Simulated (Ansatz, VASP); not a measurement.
# One calculation of Si4N, two programs

INCAR

```
  PREC = Accurate
  ENCUT = 520
  EDIFF = 1E-6
  ISMEAR = 0
  SIGMA = 0.2
  LREAL = F
  LASPH = T
  NELM = 100
  ALGO = Normal
  ISIF = 2
  LWAVE = F
  LCHARG = T
  GGA = PE
  LELF = T
  LVHAR = T
  NBANDS = 32
```

KPOINTS

```
regular mesh
0
Gamma
  6 6 2
```

The input POSCAR:

```
Si4N
1.0
    3.8208801265      0.0000000000      0.0000000000
   -1.9104400633      3.3089792544      0.0000000000
    0.0000000000      0.0000000000     15.0030347006
Si N
8 2
Direct
    0.0000000000      1.0000000000      0.3903265001
    0.0000000000      1.0000000000      0.8903265001
    0.0000000000      0.0000000000      0.1096734999
    0.0000000000      1.0000000000      0.6096734999
    0.3333333333      0.6666666667      0.1721696724
    0.3333333333      0.6666666667      0.6721696724
    0.3333333333      0.6666666667      0.3278303276
    0.3333333333      0.6666666667      0.8278303276
    0.0000000000      0.0000000000      0.0000000000
    1.0000000000      0.0000000000      0.5000000000
```

Input for Ansatz:

```yaml
crystal:
  lattice:
    - [3.8208801265, 0.0, 0.0]
    - [-1.9104400633, 3.3089792544, 0.0]
    - [0.0, 0.0, 15.0030347006]
  atoms:
    - { symbol: Si, position: [0.0, 1.0, 0.3903265001] }
    - { symbol: Si, position: [0.0, 1.0, 0.8903265001] }
    - { symbol: Si, position: [0.0, 0.0, 0.1096734999] }
    - { symbol: Si, position: [0.0, 1.0, 0.6096734999] }
    - { symbol: Si, position: [0.3333333333, 0.6666666667, 0.1721696724] }
    - { symbol: Si, position: [0.3333333333, 0.6666666667, 0.6721696724] }
    - { symbol: Si, position: [0.3333333333, 0.6666666667, 0.3278303276] }
    - { symbol: Si, position: [0.3333333333, 0.6666666667, 0.8278303276] }
    - { symbol: "N", position: [0.0, 0.0, 0.0] }
    - { symbol: "N", position: [1.0, 0.0, 0.5] }
basis:
  ecutwfc: 420
kpoints:
  mp_grid: { grid: [6, 6, 2] }
hamiltonian:
  xc: pbe
scf:
  occupations: { method: gaussian, width: 0.2 }
  lower_state_search: "off"
output:
  forces: true
  stress: true
  eigenvalues: true
```

Alike in both runs: task single point; functional PBE; k mesh 6 × 6 × 2; occupations gaussian, width 0.2 eV; no spin polarisation.

|  | VASP | Ansatz |
| --- | --- | --- |
| version | VASP 6.6.1 | Ansatz 0.2.0 |
| potentials or method | VASP PAW PBE potentials, release 64 (Si, N), cutoff 520 eV | scalar-relativistic, plane waves, PAW |
| valence electrons in the cell | 42 | 42 |

```csv
,VASP,Ansatz,Ansatz less VASP
gap on the k mesh at the Fermi level (eV),none,none,-
pressure (GPa),0.0,0.1,+0.08
"traceless stress, the component that is largest in VASP (GPa)",0.24,0.16,-0.080
rms of the force components (eV/Å),0.011,0.013,+0.0022
```

Atom by atom the forces differ by 0.007 eV/Å (rms over components). A gap of «none» marks a metal or a gap that the smearing closes. The functional is the same, so the differences come from potentials, cutoffs and numerics.
